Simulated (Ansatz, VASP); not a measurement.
# SnO2 in VASP and in Ansatz

```xyz
3
Lattice="0.0000 2.6530 2.6530 2.6530 0.0000 2.6530 2.6530 2.6530 0.0000" Properties=species:S:1:pos:R:3 pbc="T T T"
Sn    0.0000    0.0000    0.0000
O     1.3265    1.3265    1.3265
O     3.9795    3.9795    3.9795
```

Alike in both runs: task single point; functional PBE; k mesh 14 × 14 × 14; occupations gaussian, width 0.1 eV; no spin polarisation.

```csv
,VASP,Ansatz
version,VASP 6.6.1,Ansatz 0.2.0
potentials or method,"VASP PAW PBE potentials, release 64 (Sn_d, O), cutoff 520 eV","scalar-relativistic, plane waves, PAW"
valence electrons in the cell,26,26
```

Ansatz gave:

* gap on the k mesh at the Fermi level (eV): none
* pressure (GPa): -13.7

**Question.** What did VASP give for the same quantities?

**Answer.** gap on the k mesh at the Fermi level (eV): none; pressure (GPa): -13.4.

A gap of «none» marks a metal or a gap that the smearing closes.
